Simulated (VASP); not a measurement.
Here is a VASP 6.6.1 calculation.

INCAR

```
PREC     = Accurate       # precision mode
ENCUT    = 600            # plane-wave cutoff, eV
EDIFF    = 1E-6           # SCF threshold, eV
ISMEAR   = -1             # smearing method
SIGMA    = 0.03           # smearing width, eV
LREAL    = F              # projectors in reciprocal space
LASPH    = T              # aspherical terms in the spheres
NELM     = 100            # most SCF steps
ALGO     = Normal         # electronic algorithm
ISIF     = 3              # what is computed and relaxed
LWAVE    = F              # write WAVECAR
LCHARG   = F              # write CHGCAR
GGA      = PS             # functional
IBRION   = 2              # ionic algorithm
NSW      = 100            # ionic steps
EDIFFG   = -0.01          # ionic threshold
```

Contents of KPOINTS:

```
regular mesh
0
Gamma
  8 8 8
```

POSCAR

```
BP
1.0
    0.0000000000      2.2660723800      2.2660723800
    2.2660723800      0.0000000000      2.2660723800
    2.2660723800      2.2660723800      0.0000000000
B P
1 1
Direct
    0.0000000000      0.0000000000      0.0000000000
    0.5000000000      0.5000000000      0.5000000000
```

Potentials or basis: VASP PAW PBE potentials, release 64 (B, P).

Run with:

```sh
$ cat potpaw_PBE.64/B/POTCAR potpaw_PBE.64/P/POTCAR > POTCAR
$ mpirun -np 1 vasp_std > vasp.out
```

(1) Predict the relaxed cell.

(2) Predict the band gap on the k mesh.

(3) Estimate the relaxed volume.

Results:

(1) a = 3.027 Å, b = 3.027 Å, c = 3.027 Å, α = 60.00°, β = 60.00°, γ = 60.00°.

(2) zero (band 4 reaches 11.34 eV, above the bottom of band 5 at 7.35 eV).

(3) 9.81 Å³/atom.

Caveat: the volume moved by over 15 % at a fixed basis, so the end points are rough; the PAW data sets were made with another functional, which shifts forces and pressure a little.
